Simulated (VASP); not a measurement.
# BiTe in VASP: notebook

BiTe is run at these levels: PBE, LDA, PBEsol; tasks: single point.

All numbers are computed with VASP 6.6.1; they aren't measurements. Logs are shortened: lines on timing, memory, paths and dates and some standing lists are left out, and cuts for length are marked.

### 1 The cell of the first run

The typed cell holds 2 atoms: a = 4.575 Å, b = 4.575 Å, c = 4.575 Å, α = 60.00°, β = 60.00°, γ = 60.00°.

### 2 Single point, PBE (atoms moved at random)

Contents of INCAR:

```
  PREC = Accurate
  ENCUT = 520
  EDIFF = 1E-6
  ISMEAR = -1
  SIGMA = 0.05
  LREAL = F
  LASPH = T
  NELM = 60
  ALGO = Normal
  ISIF = 2
  LWAVE = F
  LCHARG = T
  GGA = PE
  LELF = T
  LVHAR = T
  NBANDS = 18
```

Contents of KPOINTS:

```
Automatic mesh
0
Gamma
  7 7 7
```

Contents of POSCAR:

```
BiTe
1.0
    0.0000000000      3.2350000000      3.2350000000
    3.2350000000      0.0000000000      3.2350000000
    3.2350000000      3.2350000000      0.0000000000
Bi Te
1 1
Direct
   -0.0170560000     -0.0088040000      0.0238150000
    0.4961140000      0.4922550000      0.5021870000
```

Potentials or basis: VASP PAW PBE potentials, release 64 (Bi_d, Te).

On the command line:

```
$ cat potpaw_PBE.64/Bi_d/POTCAR potpaw_PBE.64/Te/POTCAR > POTCAR
$ mpirun -np 1 vasp_std > vasp.out
```

OUTCAR:

```text
PREC = Accurate
   ENCUT = 520
   EDIFF = 1E-6
   ISMEAR = -1
   LREAL = F
   LASPH = T
   NELM = 60
   ISIF = 2
   GGA = PE

 ion  position               nearest neighbor table
   1  0.983  0.991  0.024-   2 3.17   2 3.19   2 3.21   2 3.26   2 3.28   2 3.30
   2  0.496  0.492  0.502-   1 3.17   1 3.19   1 3.21   1 3.26   1 3.28   1 3.30

  LATTYP: Found a face centered cubic cell.
 ALAT       =     6.4700000000

  Lattice vectors:

 A1 = (   0.0000000000,   3.2350000000,   3.2350000000)
 A2 = (   3.2350000000,   0.0000000000,   3.2350000000)
 A3 = (   3.2350000000,   3.2350000000,   0.0000000000)

Analysis of symmetry for initial positions (statically):
=====================================================================
 Subroutine PRICEL returns:
 Original cell was already a primitive cell.

 Routine SETGRP: Setting up the symmetry group for a
 face centered cubic supercell.

 Subroutine GETGRP returns: Found  1 space group operations
 (whereof  1 operations were pure point group operations)
 out of a pool of 48 trial point group operations.

The static configuration has the point symmetry C_1 .

Analysis of symmetry for dynamics (positions and initial velocities):
=====================================================================
 Subroutine PRICEL returns:
 Original cell was already a primitive cell.

 Routine SETGRP: Setting up the symmetry group for a
 face centered cubic supercell.

 Subroutine GETGRP returns: Found  1 space group operations
 (whereof  1 operations were pure point group operations)
 out of a pool of 48 trial point group operations.

The dynamic configuration has the point symmetry C_1 .

 Subroutine INISYM returns: Found  1 space group operations
 (whereof  1 operations are pure point group operations),
 and found     1 'primitive' translations

----------------------------------------------------------------------------------------

                                     Primitive cell

  volume of cell :      67.7100

  direct lattice vectors                    reciprocal lattice vectors
     0.000000000  3.235000000  3.235000000    -0.154559505  0.154559505  0.154559505
     3.235000000  0.000000000  3.235000000     0.154559505 -0.154559505  0.154559505
     3.235000000  3.235000000  0.000000000     0.154559505  0.154559505 -0.154559505

  length of vectors
     4.574980874  4.574980874  4.574980874     0.267704916  0.267704916  0.267704916

  position of ions in fractional coordinates (direct lattice)
     0.982944000  0.991196000  0.023815000
     0.496114000  0.492255000  0.502187000

  ion indices of the primitive-cell ions
   primitive index   ion index
                 1           1
                 2           2

----------------------------------------------------------------------------------------

 KPOINTS: Automatic mesh

Automatic generation of k-mesh.
 Grid dimensions read from file:
 generate k-points for:    7    7    7

 Generating k-lattice:

  Cartesian coordinates                     Fractional coordinates (reciprocal lattice)
    -0.022079929  0.022079929  0.022079929     0.142857143  0.000000000  0.000000000
     0.022079929 -0.022079929  0.022079929     0.000000000  0.142857143  0.000000000
     0.022079929  0.022079929 -0.022079929     0.000000000  0.000000000  0.142857143

  Length of vectors
     0.038243559  0.038243559  0.038243559

  Shift w.r.t. Gamma in fractional coordinates (k-lattice)
     0.000000000  0.000000000  0.000000000

 Subroutine IBZKPT returns following result:
 ===========================================

 Found    172 irreducible k-points:

 Following reciprocal coordinates:
            Coordinates               Weight
  0.000000  0.000000  0.000000      1.000000
  0.142857  0.000000  0.000000      2.000000
  0.000000  0.142857  0.000000      2.000000
  0.000000  0.000000  0.142857      2.000000
  0.142857  0.142857  0.142857      2.000000
  0.285714  0.000000  0.000000      2.000000
[... 16 lines left out ...]
  0.142857 -0.142857 -0.142857      2.000000
  0.285714  0.285714  0.142857      2.000000
 [... further k-points ...]
   k-points           NKPTS =    172   k-points in BZ     NKDIM =    172   number of bands    NBANDS=     18
   number of dos      NEDOS =    301   number of ions     NIONS =      2
   total plane-waves  NPLWV =  46656
   dimension x,y,z NGX =    36 NGY =   36 NGZ =   36
   dimension x,y,z NGXF=    72 NGYF=   72 NGZF=   72
   ions per type =               1   1
   NGX,Y,Z   is equivalent  to a cutoff of  13.08, 13.08, 13.08 a.u.
   NGXF,Y,Z  is equivalent  to a cutoff of  26.16, 26.16, 26.16 a.u.
 SYSTEM =  unknown system
   PREC   = accura    normal or accurate (medium, high low for compatibility)
   ISTART =      0    job   : 0-new  1-cont  2-samecut
   ICHARG =      2    charge: 1-file 2-atom 10-const
   ISPIN  =      1    spin polarized calculation?
   LNONCOLLINEAR =      F non collinear calculations
   LSORBIT =      F    spin-orbit coupling
   LASPH  =      T    aspherical Exc in radial PAW
   ENCUT  =  520.0 eV  38.22 Ry    6.18 a.u.   8.51  8.51  8.51*2*pi/ulx,y,z
   NELM   =     60;   NELMIN=  2; NELMDL= -5     # of ELM steps
   EDIFF  = 0.1E-05   stopping-criterion for ELM
   LREAL  =      F    real-space projection
   EDIFFG = 0.1E-04   stopping-criterion for IOM
   NSW    =      0    number of steps for IOM
   IBRION =     -1    ionic relax: 0-MD 1-quasi-New 2-CG
   NFREE  =      0    steps in history (QN), initial steepest desc. (CG)
   ISIF   =      2    stress and relaxation
   ISYM   =      2    0-nonsym 1-usesym 2-fastsym
   POTIM  = 0.5000    time-step for ionic-motion
   TEBEG  =    0.0;   TEEND  =   0.0 temperature during run
   PSTRESS=    0.0 pullay stress
   NELECT =      21.0000    total number of electrons
   NUPDOWN=      -1.0000    fix difference up-down
   EMIN   =  10.00;   EMAX   =-10.00  energy-range for DOS
   EFERMI =   0.00;   METHOD = LEGACY
   ISMEAR =    -1;   SIGMA  =   0.05  broadening in eV -4-tet -1-fermi 0-gaus
   EFERMI_NEDOS =   21; number of points for ismear=-14 and -15
   IALGO  =     38    algorithm
   IMIX   =      4    mixing-type and parameters
     AMIX     =   0.40;   BMIX     =  1.00
     AMIX_MAG =   1.60;   BMIX_MAG =  1.00
  volume/ion in A,a.u.               =      33.86       228.46
  Fermi-wavevector in a.u.,A,eV,Ry     =   1.108146  2.094092 16.707785  1.227988
  Thomas-Fermi vector in A             =   2.244669
   LORBIT       =      0    0 simple, 1 ext, 2 COOP (PROOUT), +10 PAW based schemes
   GGA     = PE    functional components
   LHFCALC =     F    Hartree Fock is set to
   AEXX    =    0.0000 exact exchange contribution
   IVDW    =     0    specifies the selected vdW correction
   LEPSILON=     F    determine dielectric tensor
   LRPA    =     F    only Hartree local field effects (RPA)
 non-spin polarized calculation
  energy-cutoff  :      520.00
  volume of cell :       67.71
 maximum number of plane-waves:      1841
 NGX is ok and might be reduce to    36
   NGX = 17   NGY = 17   NGZ = 17

 number of electron      21.0000000 magnetization

 Free energy of the ion-electron system (eV)
  ---------------------------------------------------
  ext. energy  EPLUGINS =         0.00000000
  ---------------------------------------------------
  free energy    TOTEN  =        -7.14708830 eV

  energy without entropy =       -7.12602250  energy(sigma->0) =       -7.13655540

 E-fermi :   6.6995     XC(G=0):  -9.4306

 val. band max:        6.6957963282   @ k =   0.0000   0.1429  -0.4286
 cond. band min:       6.7026436649   @ k =   0.1429   0.1429  -0.4286
 fundamental gap:      0.0068473367
 Fermi energy:         6.6995462881

 k-point     1 :       0.0000    0.0000    0.0000
  band No.  band energies     occupation
      1     -16.4995      2.00000
      2     -16.4975      2.00000
      3     -16.4956      2.00000
      4     -16.4954      2.00000
      5     -16.4936      2.00000
      6      -6.8761      2.00000
[... 10 lines left out ...]
     17      12.7626      0.00000
     18      13.2070      0.00000

 k-point     2 :       0.1429    0.0000    0.0000
  band No.  band energies     occupation
      1     -16.5000      2.00000
      2     -16.4982      2.00000
      3     -16.4949      2.00000
      4     -16.4945      2.00000
      5     -16.4927      2.00000
      6      -6.6943      2.00000
[... 10 lines left out ...]
     17      13.8977      0.00000
     18      14.2917      0.00000

 k-point     3 :       0.0000    0.1429    0.0000
  band No.  band energies     occupation
      1     -16.5002      2.00000
      2     -16.4974      2.00000
      3     -16.4954      2.00000
      4     -16.4949      2.00000
      5     -16.4925      2.00000
      6      -6.6939      2.00000
[... 10 lines left out ...]
     17      13.8975      0.00000
     18      14.2849      0.00000

 k-point     4 :       0.0000    0.0000    0.1429
  band No.  band energies     occupation
      1     -16.5003      2.00000
      2     -16.4984      2.00000
      3     -16.4946      2.00000
      4     -16.4940      2.00000
      5     -16.4930      2.00000
      6      -6.6951      2.00000
[... 375 lines left out ...]
      4     -16.4922      2.00000
      5     -16.4893      2.00000
      6      -6.2292      2.00000
[... 10 lines left out ...]
     17      14.4549      0.00000
     18      14.7243      0.00000

 k-point    23 :       0.1429   -0.1429   -0.1429
  band No.  band energies     occupation
      1     -16.5040      2.00000
      2     -16.4972      2.00000
      3     -16.4945      2.00000
      4     -16.4919      2.00000
      5     -16.4901      2.00000
      6      -6.2297      2.00000
[... 10 lines left out ...]
     17      14.4581      0.00000
     18      14.7190      0.00000

 k-point    24 :       0.2857    0.2857    0.1429
  band No.  band energies     occupation
      1     -16.5031      2.00000
      2     -16.4974      2.00000
      3     -16.4957      2.00000
      4     -16.4919      2.00000
      5     -16.4897      2.00000
      6      -6.2288      2.00000
[... 10 lines left out ...]
     17      14.4593      0.00000
     18      14.7303      0.00000

 [... further k-points ...]

------------------------ aborting loop because EDIFF is reached ----------------------------------------

  FORCE on cell =-STRESS in cart. coord.  units (eV):
  Direction    XX          YY          ZZ          XY          YZ          ZX
  --------------------------------------------------------------------------------------
  -------------------------------------------------------------------------------------
  Total        0.4246463      0.3956487      0.4058853     -0.0242853      0.0165309      0.0408874
  in kB       10.0481254      9.3619754      9.6041966     -0.5746459      0.3911605      0.9674918
  external PRESSURE =       9.6714325 kB  Pullay stress =       0.0000000 kB

 VOLUME and BASIS-vectors are now :
 -----------------------------------------------------------------------------
  energy-cutoff  :      520.00
  volume of cell :       67.71
      direct lattice vectors                 reciprocal lattice vectors
     0.000000000  3.235000000  3.235000000    -0.154559505  0.154559505  0.154559505
     3.235000000  0.000000000  3.235000000     0.154559505 -0.154559505  0.154559505
     3.235000000  3.235000000  0.000000000     0.154559505  0.154559505 -0.154559505

 POSITION                                       TOTAL-FORCE (eV/Angst)
 -----------------------------------------------------------------------------------
      3.28356      3.25687      6.38634        -0.191767     -0.077704      0.131178
      3.21702      3.22950      3.19737         0.191767      0.077704     -0.131178
 -----------------------------------------------------------------------------------
    total drift:                                0.000048     -0.000272     -0.000191

  FREE ENERGIE OF THE ION-ELECTRON SYSTEM (eV)
  ---------------------------------------------------
  free  energy   TOTEN  =        -7.1470883010 eV

  energy  without entropy=       -7.1260224993  energy(sigma->0) =       -7.13655540
```

Wall time 3.8 min (1 thread of Intel Xeon 8259CL, shared host); peak memory 0.36 GiB.

Results:

- Free energy: -7.1471 eV
- Pressure: 1.0 GPa
- Largest force: 0.245 eV/Å
- Band gap on the k mesh: zero (an odd number of electrons rules out a gap without spin polarisation)

Forces in eV/Å, atoms in the order of the input:
```
Bi  -0.192 -0.078  0.131
Te   0.192  0.078 -0.131
```

Stress tensor (GPa, compression positive):
```
 1.00 -0.06  0.10
-0.06  0.94  0.04
 0.10  0.04  0.96
```

Levels at points of the mesh, in eV from the Fermi level:
```
           k point  band 8  band 9  band 10  band 11  band 12  band 13
(0.00, 0.00, 0.00)   -2.60   -2.59    -2.58     2.07     2.09     2.11
```

Caveat: the cell differs from its parent crystal (atoms moved at random); spin-orbit coupling is left out, which moves the levels of the heavy elements.

### 3 Single point, LDA

This run uses another cell than the first one, of 32.10 Å³/atom.

Contents of INCAR:

```
SYSTEM = BiTe
PREC = Accurate
ENCUT = 520
EDIFF = 1E-6
ISMEAR = -1
SIGMA = 0.05
LREAL = .False.
LASPH = .True.
NELM = 60
ALGO = Normal
ISIF = 2
LWAVE = .False.
LCHARG = .False.
NBANDS = 18
```

Contents of KPOINTS:

```
regular mesh
0
Gamma
  7 7 7
  0 0 0
```

Contents of POSCAR:

```
BiTe
1.0
    0.0000000000      3.1782529561      3.1782529561
    3.1782529561      0.0000000000      3.1782529561
    3.1782529561      3.1782529561      0.0000000000
Bi Te
1 1
Direct
    0.0000000000      0.0000000000      0.0000000000
    0.5000000000      0.5000000000      0.5000000000
```

Potentials or basis: VASP PAW LDA potentials, release 64 (Bi_d, Te).

On the command line:

```
$ cat potpaw_LDA.64/Bi_d/POTCAR potpaw_LDA.64/Te/POTCAR > POTCAR
$ mpirun -np 1 vasp_std > vasp.out
```

OUTCAR:

```text
SYSTEM = BiTe
   PREC = Accurate
   ENCUT = 520
   EDIFF = 1E-6
   ISMEAR = -1
   LREAL = .False.
   LASPH = .True.
   NELM = 60
   ISIF = 2

 ion  position               nearest neighbor table
   1  0.000  0.000  0.000-   2 3.18   2 3.18   2 3.18   2 3.18   2 3.18   2 3.18
   2  0.500  0.500  0.500-   1 3.18   1 3.18   1 3.18   1 3.18   1 3.18   1 3.18

  LATTYP: Found a face centered cubic cell.
 ALAT       =     6.3565059122

  Lattice vectors:

 A1 = (   0.0000000000,   3.1782529561,   3.1782529561)
 A2 = (   3.1782529561,   0.0000000000,   3.1782529561)
 A3 = (   3.1782529561,   3.1782529561,   0.0000000000)

Analysis of symmetry for initial positions (statically):
=====================================================================
 Subroutine PRICEL returns:
 Original cell was already a primitive cell.

 Routine SETGRP: Setting up the symmetry group for a
 face centered cubic supercell.

 Subroutine GETGRP returns: Found 48 space group operations
 (whereof 48 operations were pure point group operations)
 out of a pool of 48 trial point group operations.

The static configuration has the point symmetry O_h .

Analysis of symmetry for dynamics (positions and initial velocities):
[... 153 lines left out ...]

 E-fermi :   7.1363     XC(G=0):  -9.9073

 val. band max:        7.1262852495   @ k =   0.1429   0.1429   0.0000
 cond. band min:       7.1415879384   @ k =  -0.4286   0.1429   0.0000
 fundamental gap:      0.0153026890
 Fermi energy:         7.1363488648

 k-point     1 :       0.0000    0.0000    0.0000
  band No.  band energies     occupation
      1     -15.9987      2.00000
      2     -15.9987      2.00000
      3     -15.9885      2.00000
      4     -15.9885      2.00000
      5     -15.9885      2.00000
      6      -6.8065      2.00000
[... 397 lines left out ...]
      5     -15.9757      2.00000
      6      -4.3492      2.00000
[... 10 lines left out ...]
     17      16.6976      0.00000
     18      17.6034      0.00000

------------------------ aborting loop because EDIFF is reached ----------------------------------------

  FORCE on cell =-STRESS in cart. coord.  units (eV):
  Direction    XX          YY          ZZ          XY          YZ          ZX
  --------------------------------------------------------------------------------------
  -------------------------------------------------------------------------------------
  Total        0.0222326      0.0222326      0.0222326      0.0000000      0.0000000      0.0000000
  in kB        0.5547611      0.5547611      0.5547611      0.0000000      0.0000000      0.0000000
  external PRESSURE =       0.5547611 kB  Pullay stress =       0.0000000 kB

 VOLUME and BASIS-vectors are now :
 -----------------------------------------------------------------------------
  energy-cutoff  :      520.00
  volume of cell :       64.21
      direct lattice vectors                 reciprocal lattice vectors
     0.000000000  3.178252956  3.178252956    -0.157319133  0.157319133  0.157319133
     3.178252956  0.000000000  3.178252956     0.157319133 -0.157319133  0.157319133
     3.178252956  3.178252956  0.000000000     0.157319133  0.157319133 -0.157319133

 POSITION                                       TOTAL-FORCE (eV/Angst)
 -----------------------------------------------------------------------------------
      0.00000      0.00000      0.00000         0.000000      0.000000      0.000000
      3.17825      3.17825      3.17825         0.000000     -0.000000      0.000000
 -----------------------------------------------------------------------------------
    total drift:                               -0.000000      0.000000      0.000000

  FREE ENERGIE OF THE ION-ELECTRON SYSTEM (eV)
  ---------------------------------------------------
  free  energy   TOTEN  =        -8.5005314948 eV

  energy  without entropy=       -8.4786625193  energy(sigma->0) =       -8.48959701
```

It took 28 s on 1 thread of Intel Xeon 8259CL, shared host; peak memory 0.18 GiB.

Results:

- Free energy: -8.5005 eV
- Pressure: 0.1 GPa
- Band gap on the k mesh: zero (an odd number of electrons rules out a gap without spin polarisation)

Caveat: spin-orbit coupling is left out, which moves the levels of the heavy elements.

[end of part 1 of 2]
